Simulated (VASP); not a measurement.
**Ti2C: single point with PBEsol**

Ti2C:

```
Ti C
1.0
     1.54070    0.88952    5.05446
    -1.54070    0.88952    5.05446
     0.00000   -1.77904    5.05446
Ti C
2 1
Direct
  0.24550 0.24550 0.24550
  0.75450 0.75450 0.75450
  0.50000 0.50000 0.50000
```

```json
{
  "Program": "VASP 6.6.1",
  "Task": "single point",
  "Functional": "PBEsol",
  "Potentials or basis": "VASP PAW PBE potentials, release 64 (Ti_sv, C)",
  "Cutoff": "520 eV",
  "k mesh": "13 × 13 × 13",
  "Occupations": "fermi-dirac, width 0.15 eV",
  "Spin": "no spin polarisation",
  "Dipole correction": "no",
  "Further INCAR settings": "ALGO = Normal; EDIFF = 1e-06; NBANDS = 21"
}
```

```yaml
Pressure: -11.6 GPa
Largest_force: 0.845 eV/Å
Band_gap_on_the_k_mesh: zero (bands 14 and 15 overlap by 0.86 eV)
```

Forces in eV/Å, atoms in the order of the input:
```
Ti   0.000  0.000 -0.845
Ti   0.000  0.000  0.845
C    0.000  0.000  0.000
```

Stress tensor (GPa, compression positive):
```
 -8.81   0.00   0.00
  0.00  -8.81   0.00
  0.00   0.00 -17.10
```

Levels at points of the mesh, in eV from the Fermi level:
| k point | band 12 | band 13 | band 14 | band 15 | band 16 | band 17 |
| --- | --- | --- | --- | --- | --- | --- |
| (0.00, 0.00, 0.00) | -2.19 | -2.19 | 0.64 | 0.64 | 0.66 | 1.80 |

Run time: 5.7 min on 1 thread of Intel(R) Xeon(R) Platinum 8488C (Sapphire Rapids) (shared host), peak memory 0.36 GiB.

Caveat: the cell stands under tension; the PAW data sets were made with another functional, which shifts forces and pressure a little.
